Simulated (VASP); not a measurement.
Set up this calculation in VASP 6.6.1, as the native input.

```yaml
Task: density of states
Functional: LDA
Potentials_or_basis: VASP PAW LDA potentials, release 64 (W_sv, C)
Cutoff: 520 eV
k_mesh: 10 × 10 × 10
Occupations: fermi-dirac, width 0.05 eV
Spin: no spin polarisation
Hubbard_terms: W d U = 1.0 eV
Dipole_correction: no
k_mesh_for_the_DOS: 15 × 15 × 15
Occupations_for_the_DOS: tetrahedron
Further_INCAR_settings: ALGO = Normal; EDIFF = 1e-06
```

Crystal: WC.

```xyz
2
Lattice="0.0000 2.1927 2.1927 2.1927 0.0000 2.1927 2.1927 2.1927 0.0000" Properties=species:S:1:pos:R:3 pbc="T T T"
W     0.0000    0.0000    0.0000
C     2.1927    2.1927    2.1927
```

These files were run (other wordings do the same):

POSCAR

```
WC
1.0
    0.0000000000      2.1926840000      2.1926840000
    2.1926840000      0.0000000000      2.1926840000
    2.1926840000      2.1926840000      0.0000000000
W C
1 1
Direct
    0.0000000000      0.0000000000      0.0000000000
    0.5000000000      0.5000000000      0.5000000000
```

INCAR.step1

```
  PREC = Accurate
  ENCUT = 520
  EDIFF = 1E-6
  ISMEAR = -1
  SIGMA = 0.05
  LREAL = False
  LASPH = True
  NELM = 150
  ALGO = Normal
  ISIF = 2
  LWAVE = False
  LCHARG = True
  LMAXMIX = 4
  LDAU = True
  LDAUTYPE = 2
  LDAUL = 2 -1
  LDAUU = 1 0
  LDAUJ = 0 0
  LDAUPRINT = 1
  GGA = CA
  NBANDS = 16
```

KPOINTS.step1

```
regular mesh
0
Gamma
  10 10 10
```

INCAR.step2

```
  PREC = Accurate
  ENCUT = 520
  EDIFF = 1E-6
  ISMEAR = -5
  SIGMA = 0.05
  LREAL = False
  LASPH = True
  NELM = 150
  ALGO = Normal
  ISIF = 2
  LWAVE = False
  LCHARG = False
  LMAXMIX = 4
  LDAU = True
  LDAUTYPE = 2
  LDAUL = 2 -1
  LDAUU = 1 0
  LDAUJ = 0 0
  LDAUPRINT = 1
  GGA = CA
  LORBIT = 10
  NEDOS = 1001
  ICHARG = 11
```

KPOINTS.step2

```
regular mesh
0
Gamma
  15 15 15
```

Potentials or basis: VASP PAW LDA potentials, release 64 (W_sv, C).

The run is started by

```sh
$ cat potpaw_LDA.64/W_sv/POTCAR potpaw_LDA.64/C/POTCAR > POTCAR
$ cp INCAR.step1 INCAR
$ cp KPOINTS.step1 KPOINTS
$ mpirun -np 1 vasp_std > vasp.out
$ cp INCAR.step2 INCAR
$ cp KPOINTS.step2 KPOINTS
$ mpirun -np 1 vasp_std > vasp.out
```

It gave:

* Valence electrons inside the program's atomic spheres: W 12.07; C 2.43

Caveat: the bands computed are all filled at some k points, so no gap is given; spin-orbit coupling is left out, which moves the levels of the heavy elements; the U is typed as a test and isn't derived for this compound.

Wall time 11 s on 1 thread of Intel(R) Xeon(R) 6975P-C (Granite Rapids) (shared host), peak memory 0.15 GiB.
